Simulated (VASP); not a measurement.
# SnO2 (P4_2/mnm) in VASP: further runs, part 2 of 2

VASP 6.6.1. The steps go on from the part before.

## (4) Single point, PBEsol (biaxial strain in the a-b plane: -3.0 %)

Contents of INCAR:

```
ALGO = Normal ; EDIFF = 1E-7
ENCUT = 520 ; GGA = PS
ISIF = 2 ; ISMEAR = 0
LASPH = T ; LCHARG = F
LREAL = F ; LWAVE = F
NBANDS = 35 ; NELM = 60
PREC = Accurate ; SIGMA = 0.02
```

Contents of KPOINTS:

```
k-points
0
Gamma
  6 6 8
```

Contents of POSCAR:

```
SnO2
1.0
    4.6253869068      0.0000000000      0.0000000000
    0.0000000000      4.6253869068      0.0000000000
    0.0000000000      0.0000000000      3.2702189686
Sn O
2 4
Direct
    0.5000000000      0.5000000000      0.5000000000
    0.0000000000      0.0000000000      0.0000000000
    0.1934571686      0.8065428314      0.5000000000
    0.8065428314      0.1934571686      0.5000000000
    0.3065428314      0.3065428314      0.0000000000
    0.6934571686      0.6934571686      0.0000000000
```

Potentials or basis: VASP PAW PBE potentials, release 64 (Sn_d, O).

Run with:

```
cat potpaw_PBE.64/Sn_d/POTCAR potpaw_PBE.64/O/POTCAR > POTCAR
mpirun -np 1 vasp_std > vasp.out
```

OUTCAR:

```text
EDIFF = 1E-7
   ENCUT = 520
   GGA = PS
   ISIF = 2
   ISMEAR = 0
   LASPH = T
   LREAL = F
   NELM = 60
   PREC = Accurate

 ion  position               nearest neighbor table
   1  0.500  0.500  0.500-   3 2.01   4 2.01   5 2.07   6 2.07   5 2.07   6 2.07   2 3.66   2 3.66
                             2 3.66   2 3.66   2 3.66   2 3.66   2 3.66   2 3.66
   2  0.000  0.000  0.000-   5 2.01   6 2.01   3 2.07   4 2.07   3 2.07   4 2.07   1 3.66   1 3.66
                             1 3.66   1 3.66   1 3.66   1 3.66   1 3.66   1 3.66
   3  0.193  0.807  0.500-   1 2.01   2 2.07   2 2.07
   4  0.807  0.193  0.500-   1 2.01   2 2.07   2 2.07
   5  0.307  0.307  0.000-   2 2.01   1 2.07   1 2.07
   6  0.693  0.693  0.000-   2 2.01   1 2.07   1 2.07

  LATTYP: Found a simple tetragonal cell.
 ALAT       =     4.6253869068
 C/A-ratio  =     0.7070152259

  Lattice vectors:

 A1 = (   4.6253869068,   0.0000000000,   0.0000000000)
 A2 = (   0.0000000000,   4.6253869068,   0.0000000000)
 A3 = (   0.0000000000,   0.0000000000,   3.2702189686)

Analysis of symmetry for initial positions (statically):
[... 187 lines left out ...]
 cond. band min:       7.5648478217   @ k =   0.0000   0.0000   0.0000
 fundamental gap:      1.2812715815
 Fermi energy:         6.4120291173

 k-point     1 :       0.0000    0.0000    0.0000
  band No.  band energies     occupation
      1     -14.7599      2.00000
      2     -13.8279      2.00000
      3     -13.6436      2.00000
      4     -13.6216      2.00000
      5     -13.5964      2.00000
      6     -13.5964      2.00000
[... 901 lines left out ...]
     34      18.7549      0.00000
     35      18.9394      0.00000

 [... further k-points ...]

------------------------ aborting loop because EDIFF is reached ----------------------------------------

  FORCE on cell =-STRESS in cart. coord.  units (eV):
  Direction    XX          YY          ZZ          XY          YZ          ZX
  --------------------------------------------------------------------------------------
  -------------------------------------------------------------------------------------
  Total        4.9297941      4.9297941      1.3890939     -0.0000000      0.0000000      0.0000000
  in kB      112.8928400    112.8928400     31.8104063     -0.0000000      0.0000000      0.0000000
  external PRESSURE =      85.8653621 kB  Pullay stress =       0.0000000 kB

 VOLUME and BASIS-vectors are now :
 -----------------------------------------------------------------------------
  energy-cutoff  :      520.00
  volume of cell :       69.96
      direct lattice vectors                 reciprocal lattice vectors
     4.625386907  0.000000000  0.000000000     0.216198130  0.000000000  0.000000000
     0.000000000  4.625386907  0.000000000     0.000000000  0.216198130  0.000000000
     0.000000000  0.000000000  3.270218969     0.000000000  0.000000000  0.305789921

 POSITION                                       TOTAL-FORCE (eV/Angst)
 -----------------------------------------------------------------------------------
      2.31269      2.31269      1.63511        -0.000000      0.000000      0.000000
      0.00000      0.00000      0.00000        -0.000000      0.000000      0.000000
      0.89481      3.73057      1.63511        -0.043408      0.043408      0.000000
      3.73057      0.89481      1.63511         0.043408     -0.043408      0.000000
      1.41788      1.41788      0.00000         0.043408      0.043408      0.000000
      3.20751      3.20751      0.00000        -0.043408     -0.043408      0.000000
 -----------------------------------------------------------------------------------
    total drift:                                0.000000      0.000000     -0.000000

  FREE ENERGIE OF THE ION-ELECTRON SYSTEM (eV)
  ---------------------------------------------------
  free  energy   TOTEN  =       -39.5252267408 eV

  energy  without entropy=      -39.5252267408  energy(sigma->0) =      -39.52522674
```

stdout:

```text
POSCAR found type information on POSCAR SnO
 POSCAR found :  2 types and       6 ions
 scaLAPACK will be used
 -----------------------------------------------------------------------------
|                                                                             |
|                                                                             |
|     You enforced a specific xc type in the INCAR file but a different       |
|     I HOPE YOU KNOW WHAT YOU ARE DOING!                                     |
|                                                                             |
 -----------------------------------------------------------------------------

 LDA part: xc-table for (Slater+PW92), standard interpolation
 POSCAR, INCAR and KPOINTS ok, starting setup
 FFT: planning ... GRIDC
 FFT: planning ... GRID_SOFT
 FFT: planning ... GRID
 WAVECAR not read
 entering main loop
```

Wall time 2 min (1 thread of Intel Xeon 8259CL, shared host); peak memory 0.24 GiB.

Results:

| Item | Value |
| --- | --- |
| Free energy | -39.5252 eV |
| Pressure | 8.6 GPa |
| Largest force | 0.061 eV/Å |
| Band gap on the k mesh | 1.28 eV |

Forces on the atoms (eV/Å):
```
Sn   0.000  0.000  0.000
Sn   0.000  0.000  0.000
O   -0.043  0.043  0.000
O    0.043 -0.043  0.000
O    0.043  0.043  0.000
O   -0.043 -0.043  0.000
```

Caveat: the cell differs from its parent crystal (biaxial strain in the a-b plane: -3.0 %); the cell stands under pressure; the PAW data sets were made with another functional, which shifts forces and pressure a little; spin-orbit coupling is left out, which moves the levels of the heavy elements.

## (5) Single point, PBEsol (biaxial strain in the a-b plane: -3.0 %, then relaxed in part)

Contents of INCAR:

```
PREC = Accurate ; ENCUT = 520
EDIFF = 1E-7 ; ISMEAR = 0
SIGMA = 0.02 ; LREAL = F
LASPH = T ; NELM = 80
ALGO = Normal ; ISIF = 2
LWAVE = F ; LCHARG = F
GGA = PS ; NBANDS = 35
```

Contents of KPOINTS:

```
Automatic mesh
0
Gamma
  6 6 8
```

Contents of POSCAR:

```
SnO2
1.0
    4.6253869068      0.0000000000      0.0000000000
    0.0000000000      4.6253869068      0.0000000000
    0.0000000000      0.0000000000      3.2895335176
Sn O
2 4
Direct
    0.5000000000      0.5000000000      0.5000000000
    0.0000000000      0.0000000000      0.0000000000
    0.1928403337      0.8071596663      0.5000000000
    0.8071596663      0.1928403337      0.5000000000
    0.3071596663      0.3071596663      0.0000000000
    0.6928403337      0.6928403337      0.0000000000
```

Run with:

```
cat potpaw_PBE.64/Sn_d/POTCAR potpaw_PBE.64/O/POTCAR > POTCAR
mpirun -np 1 vasp_std > vasp.out
```

It took 2.2 min on 1 thread of Intel Xeon 8259CL, shared host; peak memory 0.24 GiB.

It converged, with:

- Free energy: -39.5316 eV
- Pressure: 7.1 GPa
- Largest force: 0.004 eV/Å
- Band gap on the k mesh: 1.20 eV

Forces on the atoms (eV/Å):
```
Sn   0.000  0.000  0.000
Sn   0.000  0.000  0.000
O    0.003 -0.003  0.000
O   -0.003  0.003  0.000
O   -0.003 -0.003  0.000
O    0.003  0.003  0.000
```

Stress tensor (GPa, compression positive):
```
10.15  0.00  0.00
 0.00 10.15  0.00
 0.00  0.00  0.88
```

Levels at points of the mesh, in eV from the valence-band top:
| k point | band 23 | band 24 | band 25 | band 26 | band 27 | band 28 | band 29 | band 30 |
| --- | --- | --- | --- | --- | --- | --- | --- | --- |
| (0.00, 0.00, 0.00) | -1.34 | -0.73 | -0.73 | 0.00 | 1.20 | 5.67 | 5.88 | 5.88 |
| (0.50, 0.00, 0.00) | -1.28 | -1.28 | -0.60 | -0.60 | 4.48 | 4.48 | 6.65 | 6.65 |
| (0.50, 0.50, 0.00) | -1.45 | -1.45 | -0.79 | -0.79 | 4.75 | 4.75 | 7.28 | 7.28 |
| (0.00, 0.00, 0.50) | -1.74 | -1.74 | -1.26 | -1.26 | 6.25 | 6.25 | 9.83 | 9.83 |
| (0.50, 0.00, 0.50) | -1.08 | -1.08 | -0.55 | -0.55 | 6.62 | 6.62 | 8.30 | 8.30 |
| (0.50, 0.50, 0.50) | -0.93 | -0.93 | -0.75 | -0.75 | 5.01 | 5.01 | 8.81 | 8.81 |

Caveat: the cell differs from its parent crystal (biaxial strain in the a-b plane: -3.0 %, then relaxed in part); the cell stands under pressure; the PAW data sets were made with another functional, which shifts forces and pressure a little; spin-orbit coupling is left out, which moves the levels of the heavy elements.

## (6) Single point, PBEsol

This run uses another cell than the first one, of 11.73 Å³/atom.

Contents of INCAR:

```
SYSTEM = SnO2
  ALGO = Normal
  EDIFF = 1E-6
  ENCUT = 520
  GGA = PS
  ISIF = 2
  ISMEAR = 0
  LASPH = .True.
  LCHARG = .False.
  LREAL = .False.
  LWAVE = .False.
  NBANDS = 35
  NELM = 80
  PREC = Accurate
  SIGMA = 0.02
```

Contents of KPOINTS:

```
k-points
0
Gamma
  6 6 8
  0 0 0
```

POSCAR is that of step 5.

Potentials or basis: VASP PAW PBE potentials, release 64 (Sn_d, O).

Run with:

```
cat potpaw_PBE.64/Sn_d/POTCAR potpaw_PBE.64/O/POTCAR > POTCAR
mpirun -np 1 vasp_std > vasp.out
```

Wall time 1.9 min (1 thread of Intel Xeon 8259CL, shared host); peak memory 0.24 GiB.

The run converged. Its results:

```yaml
Free_energy: -39.5316 eV
Pressure: 7.1 GPa
Largest_force: 0.004 eV/Å
Band_gap_on_the_k_mesh: 1.20 eV
```

Forces on the atoms (eV/Å):
```
Sn   0.000  0.000  0.000
Sn   0.000  0.000  0.000
O    0.003 -0.003  0.000
O   -0.003  0.003  0.000
O   -0.003 -0.003  0.000
O    0.003  0.003  0.000
```

Stress tensor (GPa, compression positive):
```
10.15  0.00  0.00
 0.00 10.15  0.00
 0.00  0.00  0.88
```

Levels at points of the mesh, in eV from the valence-band top:
```
           k point  band 23  band 24  band 25  band 26  band 27  band 28  band 29  band 30
(0.00, 0.00, 0.00)    -1.34    -0.73    -0.73     0.00     1.20     5.67     5.88     5.88
(0.50, 0.00, 0.00)    -1.28    -1.28    -0.60    -0.60     4.48     4.48     6.65     6.65
(0.50, 0.50, 0.00)    -1.45    -1.45    -0.79    -0.79     4.75     4.75     7.28     7.28
(0.00, 0.00, 0.50)    -1.74    -1.74    -1.26    -1.26     6.25     6.25     9.83     9.83
(0.50, 0.00, 0.50)    -1.08    -1.08    -0.55    -0.55     6.62     6.62     8.30     8.30
(0.50, 0.50, 0.50)    -0.93    -0.93    -0.75    -0.75     5.01     5.01     8.81     8.81
```

Caveat: the cell stands under pressure; the PAW data sets were made with another functional, which shifts forces and pressure a little; spin-orbit coupling is left out, which moves the levels of the heavy elements.

## (7) Single point, PBEsol (biaxial strain in the a-b plane: -1.5 %)

Contents of INCAR:

```
  PREC = Accurate
  ENCUT = 520
  EDIFF = 1E-6
  ISMEAR = 0
  SIGMA = 0.02
  LREAL = False
  LASPH = True
  NELM = 80
  ALGO = Normal
  ISIF = 2
  LWAVE = False
  LCHARG = True
  GGA = PS
  LELF = True
  LVHAR = True
  NBANDS = 35
```

Contents of KPOINTS:

```
regular mesh
0
Gamma
  6 6 8
```

Contents of POSCAR:

```
SnO2
1.0
    4.6969135085      0.0000000000      0.0000000000
    0.0000000000      4.6969135085      0.0000000000
    0.0000000000      0.0000000000      3.2413074061
Sn O
2 4
Direct
    0.5000000000      0.5000000000      0.5000000000
    0.0000000000      0.0000000000      0.0000000000
    0.1937455547      0.8062544453      0.5000000000
    0.8062544453      0.1937455547      0.5000000000
    0.3062544453      0.3062544453      0.0000000000
    0.6937455547      0.6937455547      0.0000000000
```

Potentials or basis: VASP PAW PBE potentials, release 64 (Sn_d, O).

Run with:

```
cat potpaw_PBE.64/Sn_d/POTCAR potpaw_PBE.64/O/POTCAR > POTCAR
mpirun -np 1 vasp_std > vasp.out
```

OUTCAR:

```text
PREC = Accurate
   ENCUT = 520
   EDIFF = 1E-6
   ISMEAR = 0
   LREAL = False
   LASPH = True
   NELM = 80
   ISIF = 2
   GGA = PS

 ion  position               nearest neighbor table
   1  0.500  0.500  0.500-   3 2.03   4 2.03   5 2.07   6 2.07   5 2.07   6 2.07   2 3.70   2 3.70
                             2 3.70   2 3.70   2 3.70   2 3.70   2 3.70   2 3.70
   2  0.000  0.000  0.000-   5 2.03   6 2.03   3 2.07   4 2.07   3 2.07   4 2.07   1 3.70   1 3.70
                             1 3.70   1 3.70   1 3.70   1 3.70   1 3.70   1 3.70
   3  0.194  0.806  0.500-   1 2.03   2 2.07   2 2.07
   4  0.806  0.194  0.500-   1 2.03   2 2.07   2 2.07
   5  0.306  0.306  0.000-   2 2.03   1 2.07   1 2.07
   6  0.694  0.694  0.000-   2 2.03   1 2.07   1 2.07

  LATTYP: Found a simple tetragonal cell.
 ALAT       =     4.6969135085
 C/A-ratio  =     0.6900930580

  Lattice vectors:

 A1 = (   4.6969135085,   0.0000000000,   0.0000000000)
 A2 = (   0.0000000000,   4.6969135085,   0.0000000000)
 A3 = (   0.0000000000,   0.0000000000,   3.2413074061)

Analysis of symmetry for initial positions (statically):
=====================================================================
 Subroutine PRICEL returns:
 Original cell was already a primitive cell.

[... 186 lines left out ...]

 k-point     1 :       0.0000    0.0000    0.0000
  band No.  band energies     occupation
      1     -14.9939      2.00000
      2     -14.1535      2.00000
      3     -13.9336      2.00000
      4     -13.9090      2.00000
      5     -13.9090      2.00000
      6     -13.8868      2.00000
[... 901 lines left out ...]
     34      18.3517      0.00000
     35      18.4670      0.00000

 [... further k-points ...]

------------------------ aborting loop because EDIFF is reached ----------------------------------------

  FORCE on cell =-STRESS in cart. coord.  units (eV):
  Direction    XX          YY          ZZ          XY          YZ          ZX
  --------------------------------------------------------------------------------------
  -------------------------------------------------------------------------------------
  Total        2.4710172      2.4710172      0.7634345      0.0000000      0.0000000      0.0000000
  in kB       55.3657266     55.3657266     17.1055483      0.0000000      0.0000000      0.0000000
  external PRESSURE =      42.6123338 kB  Pullay stress =       0.0000000 kB

 VOLUME and BASIS-vectors are now :
 -----------------------------------------------------------------------------
  energy-cutoff  :      520.00
  volume of cell :       71.51
      direct lattice vectors                 reciprocal lattice vectors
     4.696913508  0.000000000  0.000000000     0.212905773  0.000000000  0.000000000
     0.000000000  4.696913508  0.000000000     0.000000000  0.212905773  0.000000000
     0.000000000  0.000000000  3.241307406     0.000000000  0.000000000  0.308517482

 POSITION                                       TOTAL-FORCE (eV/Angst)
 -----------------------------------------------------------------------------------
      2.34846      2.34846      1.62065         0.000000      0.000000      0.000000
      0.00000      0.00000      0.00000         0.000000      0.000000      0.000000
      0.91001      3.78691      1.62065        -0.014857      0.014857      0.000000
      3.78691      0.91001      1.62065         0.014857     -0.014857     -0.000000
      1.43845      1.43845      0.00000         0.014857      0.014857      0.000000
      3.25846      3.25846      0.00000        -0.014857     -0.014857     -0.000000
 -----------------------------------------------------------------------------------
    total drift:                                0.000000      0.000000      0.000000

  FREE ENERGIE OF THE ION-ELECTRON SYSTEM (eV)
  ---------------------------------------------------
  free  energy   TOTEN  =       -39.6314006928 eV

  energy  without entropy=      -39.6314006928  energy(sigma->0) =      -39.63140069
```

stdout:

```text
POSCAR found type information on POSCAR SnO
 POSCAR found :  2 types and       6 ions
 scaLAPACK will be used
 -----------------------------------------------------------------------------
|                                                                             |
|                                                                             |
|     You enforced a specific xc type in the INCAR file but a different       |
|     I HOPE YOU KNOW WHAT YOU ARE DOING!                                     |
|                                                                             |
 -----------------------------------------------------------------------------

 LDA part: xc-table for (Slater+PW92), standard interpolation
 POSCAR, INCAR and KPOINTS ok, starting setup
 FFT: planning ... GRIDC
 FFT: planning ... GRID_SOFT
 FFT: planning ... GRID
 WAVECAR not read
 entering main loop
```

Wall time 2 min (1 thread of Intel Xeon 8259CL, shared host); peak memory 0.24 GiB.

Results:

```
Free energy            : -39.6314 eV
Pressure               : 4.3 GPa
Largest force          : 0.021 eV/Å
Band gap on the k mesh : 1.08 eV
```

Forces in eV/Å, atoms in the order of the input:
```
Sn   0.000  0.000  0.000
Sn   0.000  0.000  0.000
O   -0.015  0.015  0.000
O    0.015 -0.015  0.000
O    0.015  0.015  0.000
O   -0.015 -0.015  0.000
```

Stress tensor (GPa, compression positive):
```
5.54 0.00 0.00
0.00 5.54 0.00
0.00 0.00 1.71
```

Caveat: the cell differs from its parent crystal (biaxial strain in the a-b plane: -1.5 %); the cell stands under pressure; the PAW data sets were made with another functional, which shifts forces and pressure a little; spin-orbit coupling is left out, which moves the levels of the heavy elements.

## (8) The runs side by side

| cell | gap on the mesh (eV) | pressure (GPa) | largest force (eV/Å) |
| --- | --- | --- | --- |
| a = 4.554, b = 4.554, c = 3.335 Å, 6 atoms | 1.35 | 10.6 | - |
| a = 4.625, b = 4.625, c = 3.270 Å, 6 atoms | 1.28 | 8.6 | 0.06 |
| a = 4.625, b = 4.625, c = 3.290 Å, 6 atoms | 1.20 | 7.1 | - |
| a = 4.697, b = 4.697, c = 3.241 Å, 6 atoms | 1.08 | 4.3 | 0.02 |

Alike in all rows: task single point; level PBEsol; potentials or basis VASP PAW PBE potentials, release 64 (Sn_d, O); no spin polarisation; k mesh 6 × 6 × 8; cutoff (eV) 520; smearing gaussian 0.02 eV.

Caveats: the cell stands under pressure; the PAW data sets were made with another functional, which shifts forces and pressure a little; spin-orbit coupling is left out, which moves the levels of the heavy elements.

Total energies depend on the potentials used, so only differences within one code and one set of settings carry meaning.
